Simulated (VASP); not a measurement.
# Ir (Fm-3m) in VASP: a series of runs

The runs below take Ir through single point, with r2SCAN.

Program: VASP 6.6.1. These are calculated values, not measurements. Logs are shortened: lines on timing, memory, paths and dates and some standing lists are left out, and cuts for length are marked.

**1. The cell of the first run**

It takes space group Fm-3m (No. 225, cubic). The conventional cell has a = 3.766 Å, b = 3.766 Å, c = 3.766 Å, α = 90.00°, β = 90.00°, γ = 90.00°. Within 3.5 Å of Ir (site symmetry m-3m) lie 12 Ir at 2.66 Å.

**2. Single point, r2SCAN (13.35 Å³/atom)**

The input, POSCAR:

```
Ir
1.0
    0.0000000000      1.8828426530      1.8828426530
    1.8828426530      0.0000000000      1.8828426530
    1.8828426530      1.8828426530      0.0000000000
Ir
1
Direct
    0.0000000000      0.0000000000      0.0000000000
```

The input, INCAR.step1:

```
ALGO = Normal
EDIFF = 1E-4
ENCUT = 520
GGA = PE
ISMEAR = 0
LASPH = T
LCHARG = F
LREAL = F
LWAVE = T
NBANDS = 10
NELM = 60
PREC = Accurate
SIGMA = 0.1
```

The input, INCAR.step2:

```
ALGO = Normal
EDIFF = 1E-6
ENCUT = 520
ISIF = 2
ISMEAR = 0
ISTART = 1
LASPH = T
LCHARG = F
LMIXTAU = T
LREAL = F
LWAVE = F
METAGGA = R2SCAN
NBANDS = 10
NELM = 60
PREC = Accurate
SIGMA = 0.1
```

The input, KPOINTS:

```
k-points
0
Gamma
  18 18 18
```

Potentials or basis: VASP PAW PBE potentials, release 64 (Ir).

Command:

```sh
$ cat potpaw_PBE.64/Ir/POTCAR > POTCAR
$ cp INCAR.step1 INCAR
$ mpirun -np 1 vasp_std > vasp.out
$ cp INCAR.step2 INCAR
$ mpirun -np 1 vasp_std > vasp.out
```

OUTCAR:

```text
EDIFF = 1E-6
   ENCUT = 520
   ISIF = 2
   ISMEAR = 0
   ISTART = 1
   LASPH = T
   LREAL = F
   METAGGA = R2SCAN
   NELM = 60
   PREC = Accurate

 ion  position               nearest neighbor table
   1  0.000  0.000  0.000-

  LATTYP: Found a face centered cubic cell.
 ALAT       =     3.7656853060

  Lattice vectors:

 A1 = (   0.0000000000,   1.8828426530,   1.8828426530)
 A2 = (   1.8828426530,   0.0000000000,   1.8828426530)
 A3 = (   1.8828426530,   1.8828426530,   0.0000000000)

Analysis of symmetry for initial positions (statically):
=====================================================================
 Subroutine PRICEL returns:
 Original cell was already a primitive cell.

 Routine SETGRP: Setting up the symmetry group for a
 face centered cubic supercell.

 Subroutine GETGRP returns: Found 48 space group operations
 (whereof 48 operations were pure point group operations)
 out of a pool of 48 trial point group operations.

The static configuration has the point symmetry O_h .

Analysis of symmetry for dynamics (positions and initial velocities):
=====================================================================
 Subroutine PRICEL returns:
 Original cell was already a primitive cell.

 Routine SETGRP: Setting up the symmetry group for a
 face centered cubic supercell.

 Subroutine GETGRP returns: Found 48 space group operations
 (whereof 48 operations were pure point group operations)
 out of a pool of 48 trial point group operations.

The dynamic configuration has the point symmetry O_h .

 Subroutine INISYM returns: Found 48 space group operations
 (whereof 48 operations are pure point group operations),
 and found     1 'primitive' translations

----------------------------------------------------------------------------------------

                                     Primitive cell

  volume of cell :      13.3497

  direct lattice vectors                    reciprocal lattice vectors
     0.000000000  1.882842653  1.882842653    -0.265555913  0.265555913  0.265555913
     1.882842653  0.000000000  1.882842653     0.265555913 -0.265555913  0.265555913
     1.882842653  1.882842653  0.000000000     0.265555913  0.265555913 -0.265555913

  length of vectors
     2.662741616  2.662741616  2.662741616     0.459956334  0.459956334  0.459956334

  position of ions in fractional coordinates (direct lattice)
     0.000000000  0.000000000  0.000000000

  ion indices of the primitive-cell ions
   primitive index   ion index
                 1           1

----------------------------------------------------------------------------------------

 KPOINTS: k-points

Automatic generation of k-mesh.
 Grid dimensions read from file:
 generate k-points for:   18   18   18

 Generating k-lattice:

  Cartesian coordinates                     Fractional coordinates (reciprocal lattice)
    -0.014753106  0.014753106  0.014753106     0.055555556  0.000000000  0.000000000
     0.014753106 -0.014753106  0.014753106     0.000000000  0.055555556  0.000000000
     0.014753106  0.014753106 -0.014753106     0.000000000  0.000000000  0.055555556

  Length of vectors
     0.025553130  0.025553130  0.025553130

  Shift w.r.t. Gamma in fractional coordinates (k-lattice)
     0.000000000  0.000000000  0.000000000

 Subroutine IBZKPT returns following result:
 ===========================================

 Found    195 irreducible k-points:

 Following reciprocal coordinates:
            Coordinates               Weight
  0.000000  0.000000  0.000000      1.000000
  0.055556  0.000000  0.000000      8.000000
  0.111111  0.000000  0.000000      8.000000
  0.166667  0.000000  0.000000      8.000000
  0.222222  0.000000  0.000000      8.000000
  0.277778  0.000000  0.000000      8.000000
[... 16 lines left out ...]
 -0.277778  0.055556  0.000000     24.000000
 -0.222222  0.055556  0.000000     24.000000
 [... further k-points ...]
   k-points           NKPTS =    195   k-points in BZ     NKDIM =    195   number of bands    NBANDS=     10
   number of dos      NEDOS =    301   number of ions     NIONS =      1
   total plane-waves  NPLWV =   8000
   dimension x,y,z NGX =    20 NGY =   20 NGZ =   20
   dimension x,y,z NGXF=    40 NGYF=   40 NGZF=   40
   ions per type =               1
   NGX,Y,Z   is equivalent  to a cutoff of  12.49, 12.49, 12.49 a.u.
   NGXF,Y,Z  is equivalent  to a cutoff of  24.97, 24.97, 24.97 a.u.
 SYSTEM =  unknown system
   PREC   = accura    normal or accurate (medium, high low for compatibility)
   ISTART =      1    job   : 0-new  1-cont  2-samecut
   ICHARG =      0    charge: 1-file 2-atom 10-const
   ISPIN  =      1    spin polarized calculation?
   LNONCOLLINEAR =      F non collinear calculations
   LSORBIT =      F    spin-orbit coupling
   LASPH  =      T    aspherical Exc in radial PAW
   ENCUT  =  520.0 eV  38.22 Ry    6.18 a.u.   4.95  4.95  4.95*2*pi/ulx,y,z
   NELM   =     60;   NELMIN=  2; NELMDL=  0     # of ELM steps
   EDIFF  = 0.1E-05   stopping-criterion for ELM
   LREAL  =      F    real-space projection
   EDIFFG = 0.1E-04   stopping-criterion for IOM
   NSW    =      0    number of steps for IOM
   IBRION =     -1    ionic relax: 0-MD 1-quasi-New 2-CG
   NFREE  =      0    steps in history (QN), initial steepest desc. (CG)
   ISIF   =      2    stress and relaxation
   ISYM   =      2    0-nonsym 1-usesym 2-fastsym
   POTIM  = 0.5000    time-step for ionic-motion
   TEBEG  =    0.0;   TEEND  =   0.0 temperature during run
   PSTRESS=    0.0 pullay stress
   NELECT =       9.0000    total number of electrons
   NUPDOWN=      -1.0000    fix difference up-down
   EMIN   =  10.00;   EMAX   =-10.00  energy-range for DOS
   EFERMI =   0.00;   METHOD = LEGACY
   ISMEAR =     0;   SIGMA  =   0.10  broadening in eV -4-tet -1-fermi 0-gaus
   EFERMI_NEDOS =   21; number of points for ismear=-14 and -15
   IALGO  =     38    algorithm
   IMIX   =      4    mixing-type and parameters
     AMIX     =   0.40;   BMIX     =  1.00
     AMIX_MAG =   1.60;   BMIX_MAG =  1.00
  volume/ion in A,a.u.               =      13.35        90.09
  Fermi-wavevector in a.u.,A,eV,Ry     =   1.435484  2.712671 28.036354  2.060614
  Thomas-Fermi vector in A             =   2.554777
   LORBIT       =      0    0 simple, 1 ext, 2 COOP (PROOUT), +10 PAW based schemes
   METAGGA = R2SCAN    functional components
   LHFCALC =     F    Hartree Fock is set to
   AEXX    =    0.0000 exact exchange contribution
   IVDW    =     0    specifies the selected vdW correction
   LEPSILON=     F    determine dielectric tensor
   LRPA    =     F    only Hartree local field effects (RPA)
 non-spin polarized calculation
 Gauss-broadening in eV      SIGMA  =   0.10
  energy-cutoff  :      520.00
  volume of cell :       13.35
 maximum number of plane-waves:       370
   NGX =  9   NGY =  9   NGZ =  9

 number of electron       9.0000001 magnetization

 Free energy of the ion-electron system (eV)
  ---------------------------------------------------
  ext. energy  EPLUGINS =         0.00000000
  ---------------------------------------------------
  free energy    TOTEN  =       -52.28553457 eV

  energy without entropy =      -52.28119379  energy(sigma->0) =      -52.28336418

 E-fermi :  11.2749     XC(G=0): -15.7317

 val. band max:       11.2712102172   @ k =   0.5000   0.2222   0.1111
 cond. band min:      11.2827833342   @ k =  -0.3333   0.3333   0.0000
 fundamental gap:      0.0115731171
 Fermi energy:        11.2748964371

 k-point     1 :       0.0000    0.0000    0.0000
  band No.  band energies     occupation
      1      -0.9661      2.00000
      2       6.8457      2.00000
      3       6.8457      2.00000
      4       6.8457      2.00000
      5       9.8287      2.00000
      6       9.8287      2.00000
      7      26.1785      0.00000
      8      32.4096      0.00000
      9      32.4096      0.00000
     10      32.4096      0.00000

 k-point     2 :       0.0556    0.0000    0.0000
  band No.  band energies     occupation
      1      -0.8130      2.00000
      2       6.7595      2.00000
      3       6.9137      2.00000
      4       6.9137      2.00000
      5       9.7829      2.00000
      6       9.7829      2.00000
      7      26.4488      0.00000
      8      31.6428      0.00000
      9      32.6640      0.00000
     10      32.6640      0.00000

 k-point     3 :       0.1111    0.0000    0.0000
  band No.  band energies     occupation
      1      -0.3709      2.00000
      2       6.5398      2.00000
      3       7.0909      2.00000
      4       7.0909      2.00000
      5       9.6834      2.00000
      6       9.6834      2.00000
      7      27.1906      0.00000
      8      30.1240      0.00000
      9      33.4034      0.00000
     10      33.4034      0.00000

 k-point     4 :       0.1667    0.0000    0.0000
  band No.  band energies     occupation
      1       0.3006      2.00000
      2       6.2955      2.00000
      3       7.2858      2.00000
      4       7.2858      2.00000
      5       9.6474      2.00000
      6       9.6474      2.00000
      7      28.0107      0.00000
      8      28.6952      0.00000
      9      34.5602      0.00000
     10      34.5602      0.00000
[... 222 lines left out ...]
 k-point    22 :      -0.3333    0.0556    0.0000
  band No.  band energies     occupation
      1       2.2683      2.00000
      2       6.9049      2.00000
      3       7.0581      2.00000
      4       7.4955      2.00000
      5      10.7978      2.00000
      6      11.8323      0.00000
      7      23.0667      0.00000
      8      27.5326      0.00000
      9      33.6969      0.00000
     10      35.9046      0.00000

 k-point    23 :      -0.2778    0.0556    0.0000
  band No.  band energies     occupation
      1       2.0204      2.00000
      2       6.5241      2.00000
      3       7.1579      2.00000
      4       7.2735      2.00000
      5      10.0767      2.00000
      6      11.1262      1.96456
      7      24.8556      0.00000
      8      28.6885      0.00000
      9      34.8704      0.00000
     10      36.7637      0.00000

 k-point    24 :      -0.2222    0.0556    0.0000
  band No.  band energies     occupation
      1       1.4487      2.00000
      2       6.0988      2.00000
      3       7.3372      2.00000
      4       7.4404      2.00000
      5       9.5095      2.00000
      6      10.4970      2.00000
      7      26.4588      0.00000
      8      29.3247      0.00000
      9      35.0075      0.00000
     10      36.4122      0.00000

 [... further k-points ...]
[... 5 lines left out ...]
  --------------------------------------------------------------------------------------
  -------------------------------------------------------------------------------------
  Total        2.5665672      2.5665672      2.5665672      0.0000000     -0.0000000     -0.0000000
  in kB      308.0286671    308.0286671    308.0286671      0.0000000     -0.0000000     -0.0000000
  external PRESSURE =     308.0286671 kB  Pullay stress =       0.0000000 kB

 VOLUME and BASIS-vectors are now :
 -----------------------------------------------------------------------------
  energy-cutoff  :      520.00
  volume of cell :       13.35
      direct lattice vectors                 reciprocal lattice vectors
     0.000000000  1.882842653  1.882842653    -0.265555913  0.265555913  0.265555913
     1.882842653  0.000000000  1.882842653     0.265555913 -0.265555913  0.265555913
     1.882842653  1.882842653  0.000000000     0.265555913  0.265555913 -0.265555913

 POSITION                                       TOTAL-FORCE (eV/Angst)
 -----------------------------------------------------------------------------------
      0.00000      0.00000      0.00000        -0.000000      0.000000      0.000000
 -----------------------------------------------------------------------------------
    total drift:                                0.000000      0.000000      0.000000

  FREE ENERGIE OF THE ION-ELECTRON SYSTEM (eV)
  ---------------------------------------------------
  free  energy   TOTEN  =       -52.2855345701 eV

  energy  without entropy=      -52.2811937865  energy(sigma->0) =      -52.28336418
```

It took 75 s on 1 thread of Intel Xeon Platinum 8259CL at 2.50GHz (Skylake/Cascade Lake), shared host; peak memory 0.15 GiB.

Results:

```
Free energy            : -52.2855 eV
Pressure               : 30.8 GPa
Band gap on the k mesh : zero (an odd number of electrons rules out a gap without spin polarisation)
```

Levels at points of the mesh, in eV from the Fermi level:
```csv
k point,band 1,band 2,band 3,band 4,band 5,band 6,band 7,band 8,band 9
"(0.00, 0.00, 0.00)",-12.24,-4.43,-4.43,-4.43,-1.45,-1.45,14.90,21.13,21.13
"(0.50, 0.00, 0.00)",-9.13,-4.60,-4.60,-0.90,0.99,0.99,8.25,14.54,21.30
"(0.50, 0.50, 0.00)",-9.00,-8.37,0.90,1.69,1.69,1.74,11.88,12.58,12.58
```

Caveat: the cell stands under pressure; the PAW data sets were made with another functional, which shifts forces and pressure a little; spin-orbit coupling is left out, which moves the levels of the heavy elements.

**3. Single point, r2SCAN (13.78 Å³/atom)**

This run uses another cell than the first one, of 13.78 Å³/atom.

The input, POSCAR:

```
Ir
1.0
    0.0000000000      1.9026635059      1.9026635059
    1.9026635059      0.0000000000      1.9026635059
    1.9026635059      1.9026635059      0.0000000000
Ir
1
Direct
    0.0000000000      0.0000000000      0.0000000000
```

The input, INCAR.step1:

```
SYSTEM = Ir
PREC = Accurate ; ENCUT = 520
ISMEAR = 0 ; SIGMA = 0.1
LREAL = .FALSE. ; LASPH = .TRUE.
NELM = 60 ; NBANDS = 10
GGA = PE ; ALGO = Normal
EDIFF = 1E-4 ; LWAVE = .TRUE.
LCHARG = .FALSE.
```

The input, INCAR.step2:

```
SYSTEM = Ir
PREC = Accurate ; ENCUT = 520
EDIFF = 1E-7 ; ISMEAR = 0
SIGMA = 0.1 ; LREAL = .FALSE.
LASPH = .TRUE. ; NELM = 60
ALGO = Normal ; ISIF = 2
LWAVE = .FALSE. ; LCHARG = .FALSE.
METAGGA = R2SCAN ; LMIXTAU = .TRUE.
NBANDS = 10 ; ISTART = 1
```

The input, KPOINTS:

```
Automatic mesh
0
G
  18 18 18
  0 0 0
```

Potentials or basis: VASP PAW PBE potentials, release 64 (Ir).

Command:

```sh
$ cat potpaw_PBE.64/Ir/POTCAR > POTCAR
$ cp INCAR.step1 INCAR
$ mpirun -np 1 vasp_std > vasp.out
$ cp INCAR.step2 INCAR
$ mpirun -np 1 vasp_std > vasp.out
```

Run time: 82 s. Hardware: 1 thread of Intel Xeon Platinum 8259CL at 2.50GHz (Skylake/Cascade Lake), shared host; peak memory 0.15 GiB.

Results (log left out):

```yaml
Free_energy: -52.3464 eV
Pressure: 15.4 GPa
Band_gap_on_the_k_mesh: zero (an odd number of electrons rules out a gap without spin polarisation)
```

Levels at points of the mesh, in eV from the Fermi level:
| k point | band 2 | band 3 | band 4 | band 5 | band 6 | band 7 |
| --- | --- | --- | --- | --- | --- | --- |
| (0.00, 0.00, 0.00) | -4.22 | -4.22 | -4.22 | -1.38 | -1.38 | 14.99 |
| (0.50, 0.00, 0.00) | -4.38 | -4.38 | -0.82 | 0.93 | 0.93 | 7.90 |
| (0.50, 0.50, 0.00) | -7.99 | 0.84 | 1.60 | 1.60 | 1.74 | 11.41 |

Caveat: the cell stands under pressure; the PAW data sets were made with another functional, which shifts forces and pressure a little; spin-orbit coupling is left out, which moves the levels of the heavy elements.

**4. Single point, r2SCAN**

This run uses another cell than the first one, of 14.20 Å³/atom.

The input, POSCAR:

```
Ir
1.0
    0.0000000000      1.9220797806      1.9220797806
    1.9220797806      0.0000000000      1.9220797806
    1.9220797806      1.9220797806      0.0000000000
Ir
1
Direct
    0.0000000000      0.0000000000      0.0000000000
```

The input, INCAR.step1:

```
ALGO = Normal
EDIFF = 1E-4
ENCUT = 520
GGA = PE
ISMEAR = 0
LASPH = True
LCHARG = False
LREAL = False
LWAVE = True
NBANDS = 10
NELM = 60
PREC = Accurate
SIGMA = 0.1
```

The input, INCAR.step2:

```
ALGO = Normal
EDIFF = 1E-6
ENCUT = 520
ISIF = 2
ISMEAR = 0
ISTART = 1
LASPH = True
LCHARG = False
LMIXTAU = True
LREAL = False
LWAVE = False
METAGGA = R2SCAN
NBANDS = 10
NELM = 60
PREC = Accurate
SIGMA = 0.1
```

The input, KPOINTS:

```
k-points
0
Gamma
  18 18 18
```

Command:

```sh
$ cat potpaw_PBE.64/Ir/POTCAR > POTCAR
$ cp INCAR.step1 INCAR
$ mpirun -np 1 vasp_std > vasp.out
$ cp INCAR.step2 INCAR
$ mpirun -np 1 vasp_std > vasp.out
```

Run time: 75 s. Hardware: 1 thread of Intel Xeon Platinum 8259CL at 2.50GHz (Skylake/Cascade Lake), shared host; peak memory 0.15 GiB.

Results (log left out):

| Item | Value |
| --- | --- |
| Free energy | -52.3697 eV |
| Pressure | 2.5 GPa |
| Band gap on the k mesh | zero (an odd number of electrons rules out a gap without spin polarisation) |

Levels at points of the mesh, in eV from the Fermi level:
```
           k point  band 1  band 2  band 3  band 4  band 5  band 6  band 7  band 8  band 9
(0.00, 0.00, 0.00)  -11.53   -4.02   -4.02   -4.02   -1.33   -1.33   15.06   20.91   20.91
(0.50, 0.00, 0.00)   -8.42   -4.18   -4.18   -0.74    0.88    0.88    7.58   14.69   20.74
(0.50, 0.50, 0.00)   -8.21   -7.63    0.79    1.51    1.51    1.74   10.97   12.27   12.27
```

Caveat: the PAW data sets were made with another functional, which shifts forces and pressure a little; spin-orbit coupling is left out, which moves the levels of the heavy elements.

(Continued in part 2 of 2.)
